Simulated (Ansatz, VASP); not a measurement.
**Two plane-wave programs on SrO**

```
CELL_PARAMETERS angstrom
0.00000 2.59747 2.59747
2.59747 0.00000 2.59747
2.59747 2.59747 0.00000
ATOMIC_POSITIONS crystal
Sr 0.00000 0.00000 0.00000
O 0.50000 0.50000 0.50000
```

Alike in both runs: functional PBE; k mesh 8 × 8 × 8; occupations gaussian, width 0.02 eV; no spin polarisation.

Ansatz relaxed the structure, and its values are those at the end. VASP's run is a single point on that final structure, the one shown.

|  | VASP | Ansatz |
| --- | --- | --- |
| version | VASP 6.6.1 | Ansatz 0.2.0 |
| potentials or method | VASP PAW PBE potentials, release 64 (Sr_sv, O), cutoff 600 eV | scalar-relativistic, plane waves, PAW |
| valence electrons in the cell | 16 | 16 |

Ansatz gave:

| Quantity | Value |
| --- | --- |
| gap on the k mesh at the Fermi level (eV) | 3.33 |
| least direct gap on the mesh (eV) | 3.42 |
| pressure (GPa) | 0.0 |

Q: Which values does VASP return?

A: gap on the k mesh at the Fermi level (eV): 3.28; least direct gap on the mesh (eV): 3.39; pressure (GPa): 0.4.

The functional is the same, so the differences come from potentials, cutoffs and numerics.
